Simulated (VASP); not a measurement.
# NaSrI3 (Pm-3m) in VASP: a series of runs

Aim: see how the results for NaSrI3 move with the level of theory and the settings. Levels: PBEsol, r2SCAN+rVV10. Tasks: single point, relaxation of cell and atoms.

Program: VASP 6.6.1. These are calculated values, not measurements. Logs are shortened: lines on timing, memory, paths and dates and some standing lists are left out, and cuts for length are marked.

**1. The cell of the first run**

Symmetry: Pm-3m, No. 221, cubic system. The conventional cell has a = 6.304 Å, b = 6.304 Å, c = 6.304 Å, α = 90.00°, β = 90.00°, γ = 90.00°. Na (site symmetry m-3m) has 12 I at 4.46 Å and 8 Sr at 5.46 Å within 5.8 Å. Sr (site symmetry m-3m) has 6 I at 3.15 Å within 4.1 Å. I (site symmetry 4/mmm) has 2 Sr at 3.15 Å within 4.1 Å.

**2. Single point, PBEsol**

Input file INCAR:

```
SYSTEM = NaSrI3
ALGO = Normal
EDIFF = 1E-6
ENCUT = 500
GGA = PS
GGA_COMPAT = .False.
ISIF = 2
ISMEAR = -1
LASPH = .True.
LCHARG = .False.
LREAL = .False.
LWAVE = .False.
NBANDS = 27
NELM = 120
PREC = Accurate
SIGMA = 0.03
```

Input file KPOINTS:

```
k-points
0
Gamma
  4 4 4
  0 0 0
```

Input file POSCAR:

```
NaSrI3
1.0
    6.3036923482      0.0000000000      0.0000000000
    0.0000000000      6.3036923482      0.0000000000
    0.0000000000      0.0000000000      6.3036923482
Na Sr I
1 1 3
Direct
    0.0000000000      0.0000000000      0.0000000000
    0.5000000000      0.5000000000      0.5000000000
    0.5000000000      0.5000000000      0.0000000000
    0.5000000000      0.0000000000      0.5000000000
    0.0000000000      0.5000000000      0.5000000000
```

Potentials or basis: VASP PAW PBE potentials, release 64 (Na_pv, Sr_sv, I).

The run is started by

```sh
$ cat potpaw_PBE.64/Na_pv/POTCAR potpaw_PBE.64/Sr_sv/POTCAR potpaw_PBE.64/I/POTCAR > POTCAR
$ mpirun -np 1 vasp_std > vasp.out
```

OUTCAR:

```text
SYSTEM = NaSrI3
   EDIFF = 1E-6
   ENCUT = 500
   GGA = PS
   ISIF = 2
   ISMEAR = -1
   LASPH = .True.
   LREAL = .False.
   NELM = 120
   PREC = Accurate

 ion  position               nearest neighbor table
   1  0.000  0.000  0.000-
   2  0.500  0.500  0.500-   3 3.15   4 3.15   5 3.15   3 3.15   4 3.15   5 3.15
   3  0.500  0.500  0.000-   2 3.15   2 3.15
   4  0.500  0.000  0.500-   2 3.15   2 3.15
   5  0.000  0.500  0.500-   2 3.15   2 3.15

  LATTYP: Found a simple cubic cell.
 ALAT       =     6.3036923482

  Lattice vectors:

 A1 = (   6.3036923482,   0.0000000000,   0.0000000000)
 A2 = (   0.0000000000,   6.3036923482,   0.0000000000)
 A3 = (   0.0000000000,   0.0000000000,   6.3036923482)

Analysis of symmetry for initial positions (statically):
=====================================================================
 Subroutine PRICEL returns:
 Original cell was already a primitive cell.

 Routine SETGRP: Setting up the symmetry group for a
 simple cubic supercell.

 Subroutine GETGRP returns: Found 48 space group operations
 (whereof 48 operations were pure point group operations)
 out of a pool of 48 trial point group operations.

The static configuration has the point symmetry O_h .

Analysis of symmetry for dynamics (positions and initial velocities):
=====================================================================
 Subroutine PRICEL returns:
 Original cell was already a primitive cell.

 Routine SETGRP: Setting up the symmetry group for a
 simple cubic supercell.

 Subroutine GETGRP returns: Found 48 space group operations
 (whereof 48 operations were pure point group operations)
 out of a pool of 48 trial point group operations.

The dynamic configuration has the point symmetry O_h .

 Subroutine INISYM returns: Found 48 space group operations
 (whereof 48 operations are pure point group operations),
 and found     1 'primitive' translations

----------------------------------------------------------------------------------------

                                     Primitive cell

  volume of cell :     250.4869

  direct lattice vectors                    reciprocal lattice vectors
     6.303692348  0.000000000  0.000000000     0.158637184  0.000000000  0.000000000
     0.000000000  6.303692348  0.000000000     0.000000000  0.158637184  0.000000000
     0.000000000  0.000000000  6.303692348     0.000000000  0.000000000  0.158637184

  length of vectors
[... 72 lines left out ...]
   NELM   =    120;   NELMIN=  2; NELMDL= -5     # of ELM steps
   EDIFF  = 0.1E-05   stopping-criterion for ELM
   LREAL  =      F    real-space projection
   EDIFFG = 0.1E-04   stopping-criterion for IOM
   NSW    =      0    number of steps for IOM
   IBRION =     -1    ionic relax: 0-MD 1-quasi-New 2-CG
   NFREE  =      0    steps in history (QN), initial steepest desc. (CG)
   ISIF   =      2    stress and relaxation
   ISYM   =      2    0-nonsym 1-usesym 2-fastsym
   POTIM  = 0.5000    time-step for ionic-motion
   TEBEG  =    0.0;   TEEND  =   0.0 temperature during run
   PSTRESS=    0.0 pullay stress
   NELECT =      38.0000    total number of electrons
   NUPDOWN=      -1.0000    fix difference up-down
   EMIN   =  10.00;   EMAX   =-10.00  energy-range for DOS
   EFERMI =   0.00;   METHOD = LEGACY
   ISMEAR =    -1;   SIGMA  =   0.03  broadening in eV -4-tet -1-fermi 0-gaus
   EFERMI_NEDOS =   21; number of points for ismear=-14 and -15
   IALGO  =     38    algorithm
   IMIX   =      4    mixing-type and parameters
     AMIX     =   0.40;   BMIX     =  1.00
     AMIX_MAG =   1.60;   BMIX_MAG =  1.00
  volume/ion in A,a.u.               =      50.10       338.07
  Fermi-wavevector in a.u.,A,eV,Ry     =   0.873121  1.649959 10.372265  0.762340
  Thomas-Fermi vector in A             =   1.992467
   LORBIT       =      0    0 simple, 1 ext, 2 COOP (PROOUT), +10 PAW based schemes
   GGA     = PS    functional components
   LHFCALC =     F    Hartree Fock is set to
   AEXX    =    0.0000 exact exchange contribution
   IVDW    =     0    specifies the selected vdW correction
   LEPSILON=     F    determine dielectric tensor
   LRPA    =     F    only Hartree local field effects (RPA)
 non-spin polarized calculation
  energy-cutoff  :      500.00
  volume of cell :      250.49
 maximum number of plane-waves:      6403
 NGX is ok and might be reduce to    48
   NGX = 23   NGY = 23   NGZ = 23

 number of electron      38.0000005 magnetization

 Free energy of the ion-electron system (eV)
  ---------------------------------------------------
  ext. energy  EPLUGINS =         0.00000000
  ---------------------------------------------------
  free energy    TOTEN  =       -14.92378398 eV

  energy without entropy =      -14.92378398  energy(sigma->0) =      -14.92378398

 E-fermi :   0.5941     XC(G=0):  -6.8181

 val. band max:       -0.0752014563   @ k =   0.5000   0.5000   0.5000
 cond. band min:       2.3511649306   @ k =   0.0000   0.0000   0.0000
 fundamental gap:      2.4263663869
 Fermi energy:         0.5940656366

 k-point     1 :       0.0000    0.0000    0.0000
  band No.  band energies     occupation
      1     -33.7914      2.00000
      2     -24.7201      2.00000
      3     -24.7201      2.00000
      4     -24.7201      2.00000
      5     -15.9050      2.00000
      6     -15.9050      2.00000
[... 289 lines left out ...]
     26       6.1443      0.00000
     27       6.7361      0.00000

------------------------ aborting loop because EDIFF is reached ----------------------------------------

  FORCE on cell =-STRESS in cart. coord.  units (eV):
  Direction    XX          YY          ZZ          XY          YZ          ZX
  --------------------------------------------------------------------------------------
  -------------------------------------------------------------------------------------
  Total        0.0204360      0.0204360      0.0204360      0.0000000      0.0000000     -0.0000000
  in kB        0.1307140      0.1307140      0.1307140      0.0000000      0.0000000     -0.0000000
  external PRESSURE =       0.1307140 kB  Pullay stress =       0.0000000 kB

 VOLUME and BASIS-vectors are now :
 -----------------------------------------------------------------------------
  energy-cutoff  :      500.00
  volume of cell :      250.49
      direct lattice vectors                 reciprocal lattice vectors
     6.303692348  0.000000000  0.000000000     0.158637184  0.000000000  0.000000000
     0.000000000  6.303692348  0.000000000     0.000000000  0.158637184  0.000000000
     0.000000000  0.000000000  6.303692348     0.000000000  0.000000000  0.158637184

 POSITION                                       TOTAL-FORCE (eV/Angst)
 -----------------------------------------------------------------------------------
      0.00000      0.00000      0.00000         0.000000      0.000000      0.000000
      3.15185      3.15185      3.15185         0.000000      0.000000      0.000000
      3.15185      3.15185      0.00000         0.000000      0.000000      0.000000
      3.15185      0.00000      3.15185         0.000000      0.000000      0.000000
      0.00000      3.15185      3.15185         0.000000      0.000000      0.000000
 -----------------------------------------------------------------------------------
    total drift:                                0.000000     -0.000000     -0.000000

  FREE ENERGIE OF THE ION-ELECTRON SYSTEM (eV)
  ---------------------------------------------------
  free  energy   TOTEN  =       -14.9237839775 eV

  energy  without entropy=      -14.9237839775  energy(sigma->0) =      -14.92378398
```

OSZICAR:

```text
N       E                     dE             d eps       ncg     rms          rms(c)
DAV:   1     0.260111791920E+03    0.26011E+03   -0.15537E+04   572   0.112E+03
DAV:   2     0.112877012376E+02   -0.24882E+03   -0.23961E+03   654   0.247E+02
DAV:   3    -0.146043582753E+02   -0.25892E+02   -0.25816E+02   832   0.805E+01
DAV:   4    -0.155574271173E+02   -0.95307E+00   -0.95067E+00   853   0.145E+01
DAV:   5    -0.155878507555E+02   -0.30424E-01   -0.30415E-01   797   0.174E+00    0.197E+01
DAV:   6    -0.151672683804E+02    0.42058E+00   -0.38446E-01   692   0.263E+00    0.113E+01
DAV:   7    -0.149428408188E+02    0.22443E+00   -0.50698E-01   660   0.299E+00    0.101E+00
DAV:   8    -0.149258744160E+02    0.16966E-01   -0.30077E-02   745   0.892E-01    0.321E-01
DAV:   9    -0.149239284560E+02    0.19460E-02   -0.64706E-03   617   0.391E-01    0.196E-01
DAV:  10    -0.149236864621E+02    0.24199E-03   -0.18896E-03   671   0.177E-01    0.702E-02
DAV:  11    -0.149237591870E+02   -0.72725E-04   -0.60447E-04   579   0.114E-01    0.301E-02
DAV:  12    -0.149237839724E+02   -0.24785E-04   -0.57324E-05   809   0.361E-02    0.135E-02
DAV:  13    -0.149237839775E+02   -0.51537E-08   -0.29934E-06   626   0.804E-03
   1 F= -.14923784E+02 E0= -.14923784E+02  d E =-.480284E-10
```

stdout:

```text
POSCAR found type information on POSCAR NaSrI
 POSCAR found :  3 types and       5 ions
 scaLAPACK will be used
 -----------------------------------------------------------------------------
|                                                                             |
|                                                                             |
|     You enforced a specific xc type in the INCAR file but a different       |
|     I HOPE YOU KNOW WHAT YOU ARE DOING!                                     |
|                                                                             |
 -----------------------------------------------------------------------------

 LDA part: xc-table for (Slater+PW92), standard interpolation
 POSCAR, INCAR and KPOINTS ok, starting setup
 FFT: planning ... GRIDC
 FFT: planning ... GRID_SOFT
 FFT: planning ... GRID
 WAVECAR not read
 entering main loop
```

Wall time 51 s (1 thread of Intel Xeon Platinum 8259CL at 2.50GHz (Skylake/Cascade Lake), shared host); peak memory 0.35 GiB.

Results:

```yaml
Free_energy: -14.9238 eV
Pressure: 0.0 GPa
Band_gap_on_the_k_mesh: 2.43 eV (least direct gap 2.70 eV)
```

Caveat: the PAW data sets were made with another functional, which shifts forces and pressure a little; spin-orbit coupling is left out, which moves the levels of the heavy elements. A k mesh can miss the band edges.

**3. Single point, r2SCAN+rVV10**

This run uses another cell than the first one, of 51.06 Å³/atom.

Edit POSCAR of step 2 so:

```diff
@@ -2,5 +2,5 @@
 1.0
-    6.3036923482      0.0000000000      0.0000000000
-    0.0000000000      6.3036923482      0.0000000000
-    0.0000000000      0.0000000000      6.3036923482
+    6.3439129170      0.0000000000      0.0000000000
+    0.0000000000      6.3439129170      0.0000000000
+    0.0000000000      0.0000000000      6.3439129170
 Na Sr I
```

Input file INCAR.step1:

```
PREC = Accurate
ENCUT = 550
ISMEAR = -1
SIGMA = 0.03
LREAL = F
LASPH = T
NELM = 120
NBANDS = 27
GGA = PE
ALGO = Normal
EDIFF = 1E-5
LWAVE = T
LCHARG = F
GGA_COMPAT = F
```

Input file INCAR.step2:

```
PREC = Accurate
ENCUT = 550
EDIFF = 1E-6
ISMEAR = -1
SIGMA = 0.03
LREAL = F
LASPH = T
NELM = 120
ALGO = Normal
ISIF = 2
LWAVE = F
LCHARG = F
METAGGA = R2SCAN
LMIXTAU = T
LUSE_VDW = T
IVDW_NL = 2
BPARAM = 11.95
CPARAM = 0.0093
NBANDS = 27
ISTART = 1
GGA_COMPAT = F
```

Input file KPOINTS:

```
regular mesh
0
Gamma
  4 4 4
```

Potentials or basis: VASP PAW PBE potentials, release 64 (Na_pv, Sr_sv, I).

The run is started by

```sh
$ cat potpaw_PBE.64/Na_pv/POTCAR potpaw_PBE.64/Sr_sv/POTCAR potpaw_PBE.64/I/POTCAR > POTCAR
$ cp INCAR.step1 INCAR
$ mpirun -np 1 vasp_std > vasp.out
$ cp INCAR.step2 INCAR
$ mpirun -np 1 vasp_std > vasp.out
```

It took 8.3 min on 1 thread of Intel Xeon Platinum 8259CL at 2.50GHz (Skylake/Cascade Lake), shared host; peak memory 0.84 GiB.

The run converged. Its results:

```
Free energy            : -98.5475 eV
Pressure               : 0.1 GPa
Band gap on the k mesh : 2.95 eV (least direct gap 3.24 eV)
```

Levels at points of the mesh, in eV from the valence-band top:
| k point | band 15 | band 16 | band 17 | band 18 | band 19 | band 20 | band 21 | band 22 | band 23 | band 24 |
| --- | --- | --- | --- | --- | --- | --- | --- | --- | --- | --- |
| (0.00, 0.00, 0.00) | -0.55 | -0.55 | -0.29 | -0.29 | -0.29 | 2.95 | 4.63 | 4.63 | 4.63 | 5.72 |
| (0.50, 0.00, 0.00) | -0.90 | -0.90 | -0.67 | -0.37 | -0.37 | 4.15 | 4.74 | 4.88 | 5.80 | 5.80 |
| (0.50, 0.50, 0.00) | -0.88 | -0.88 | -0.88 | -0.88 | -0.01 | 4.22 | 5.79 | 5.94 | 5.94 | 6.02 |
| (0.50, 0.50, 0.50) | -1.38 | -1.38 | 0.00 | 0.00 | 0.00 | 3.39 | 6.37 | 6.37 | 6.37 | 6.75 |

Caveat: the PAW data sets were made with another functional, which shifts forces and pressure a little; spin-orbit coupling is left out, which moves the levels of the heavy elements. A k mesh can miss the band edges.

**4. Relaxation of cell and atoms, PBEsol**

This run uses another cell than the first one, of 57.86 Å³/atom.

Input file INCAR:

```
SYSTEM = NaSrI3
PREC = Accurate
ENCUT = 500
EDIFF = 1E-7
ISMEAR = -1
SIGMA = 0.03
LREAL = .FALSE.
LASPH = .TRUE.
NELM = 120
ALGO = Normal
ISIF = 3
LWAVE = .FALSE.
LCHARG = .FALSE.
GGA = PS
IBRION = 2
NSW = 100
EDIFFG = -0.01
GGA_COMPAT = .FALSE.
NELMIN = 4
```

Input file KPOINTS:

```
Automatic mesh
0
G
  4 4 4
  0 0 0
```

Edit POSCAR of step 3 so:

```diff
@@ -2,5 +2,5 @@
 1.0
-    6.3439129170      0.0000000000      0.0000000000
-    0.0000000000      6.3439129170      0.0000000000
-    0.0000000000      0.0000000000      6.3439129170
+    6.6137063800      0.0000000000      0.0000000000
+    0.0000000000      6.6137063800      0.0000000000
+    0.0000000000      0.0000000000      6.6137063800
 Na Sr I
```

The run is started by

```sh
$ cat potpaw_PBE.64/Na_pv/POTCAR potpaw_PBE.64/Sr_sv/POTCAR potpaw_PBE.64/I/POTCAR > POTCAR
$ mpirun -np 1 vasp_std > vasp.out
```

Wall time 3.3 min (1 thread of Intel Xeon Platinum 8259CL at 2.50GHz (Skylake/Cascade Lake), shared host); peak memory 0.38 GiB.

The run converged. Its results:

```yaml
Free_energy: -14.9249 eV
Relaxed_volume: 50.12 Å³/atom
Relaxed_cell: a = 6.305 Å, b = 6.305 Å, c = 6.305 Å, α = 90.00°, β = 90.00°, γ = 90.00°
Space_group_after_relaxing_to_0.1_Å: Pm-3m (No. 221)
Energy_gained_by_relaxing: 41.4 meV/atom
Ionic_steps: 4
Pressure_after_relaxing: 0.0 GPa
Band_gap_on_the_k_mesh: 2.43 eV (least direct gap 2.70 eV)
```

The path:
| step | energy change (eV) | largest force (eV/Å) | pressure (GPa) | volume (Å³) |
| --- | --- | --- | --- | --- |
| 1 | 0.0000 | 0.0000 | -1.51 | 289.29 |
| 2 | -0.1643 | 0.0000 | -0.80 | 267.03 |
| 3 | -0.2067 | 0.0000 | -0.09 | 252.32 |
| 4 | -0.2071 | 0.0000 | 0.01 | 250.62 |

Final structure:
```xyz
5
Lattice="6.3048 0.0000 0.0000 0.0000 6.3048 0.0000 0.0000 0.0000 6.3048" Properties=species:S:1:pos:R:3 pbc="T T T"
Na    0.0000    0.0000    0.0000
Sr    3.1524    3.1524    3.1524
I     3.1524    3.1524    0.0000
I     3.1524    0.0000    3.1524
I     0.0000    3.1524    3.1524
```

Levels at points of the mesh, in eV from the valence-band top:
| k point | band 16 | band 17 | band 18 | band 19 | band 20 | band 21 | band 22 | band 23 |
| --- | --- | --- | --- | --- | --- | --- | --- | --- |
| (0.00, 0.00, 0.00) | -0.56 | -0.27 | -0.27 | -0.27 | 2.43 | 4.05 | 4.05 | 4.05 |
| (0.50, 0.00, 0.00) | -0.94 | -0.68 | -0.36 | -0.36 | 3.61 | 4.15 | 4.40 | 5.25 |
| (0.50, 0.50, 0.00) | -0.91 | -0.90 | -0.90 | -0.01 | 3.65 | 5.35 | 5.44 | 5.44 |
| (0.50, 0.50, 0.50) | -1.40 | 0.00 | 0.00 | 0.00 | 2.87 | 5.73 | 5.73 | 5.73 |

Caveat: the PAW data sets were made with another functional, which shifts forces and pressure a little; spin-orbit coupling is left out, which moves the levels of the heavy elements.

**5. Summary**

| task | level | cell | cutoff (eV) | gap on the mesh (eV) | pressure (GPa) |
| --- | --- | --- | --- | --- | --- |
| single point | PBEsol | a = 6.304 Å, 5 atoms | 500 | 2.43 | 0.0 |
| single point | r2SCAN+rVV10 | a = 6.344 Å, 5 atoms | 550 | 2.95 | 0.1 |
| relaxation of cell and atoms | PBEsol | relaxed from a = 6.614 Å, 5 atoms | 500 | 2.43 | 0.0 |

Alike in all rows: potentials or basis VASP PAW PBE potentials, release 64 (Na_pv, Sr_sv, I); no spin polarisation; k mesh 4 × 4 × 4; smearing fermi-dirac 0.03 eV.

Caveats: the PAW data sets were made with another functional, which shifts forces and pressure a little; spin-orbit coupling is left out, which moves the levels of the heavy elements.

Total energies depend on the potentials used, so only differences within one code and one set of settings carry meaning.
